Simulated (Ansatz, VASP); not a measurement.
**Hf3H: VASP beside Ansatz**

```
Hf H
1.0
     3.14000    0.00000    0.00000
    -1.57000    2.71932    0.00000
     0.00000    0.00000    7.45000
Hf H
3 1
Direct
  0.66667 0.33333 0.66667
  0.33333 0.66667 0.33333
  0.00000 0.00000 0.00000
  0.00000 0.00000 0.50000
```

Alike in both runs: task relaxation of cell and atoms; functional PBE; k mesh 7 × 7 × 3; occupations gaussian, width 0.2 eV; no spin polarisation.

```csv
,VASP,Ansatz
version,VASP 6.6.1,Ansatz 0.2.0
potentials or method,"VASP PAW PBE potentials, release 64 (Hf_pv, H), cutoff 600 eV","scalar-relativistic, plane waves, PAW"
valence electrons in the cell,31,79
```

Ansatz gave:

```
gap on the k mesh at the Fermi level, each at its own relaxed structure (eV) : none
relaxed volume (Å³/atom)                                                     : 17.19
relaxed cell length with the largest relative difference (Å)                 : 3.184
```

Q: What did VASP give for the same quantities?

A: gap on the k mesh at the Fermi level, each at its own relaxed structure (eV): none; relaxed volume (Å³/atom): 17.13; relaxed cell length with the largest relative difference (Å): 3.178.

A gap of «none» marks a metal or a gap that the smearing closes. VASP's potentials hold 31 valence electrons a cell and Ansatz's 79, so a difference there can come from the potentials and not from the codes.

Spin-orbit coupling is off throughout.
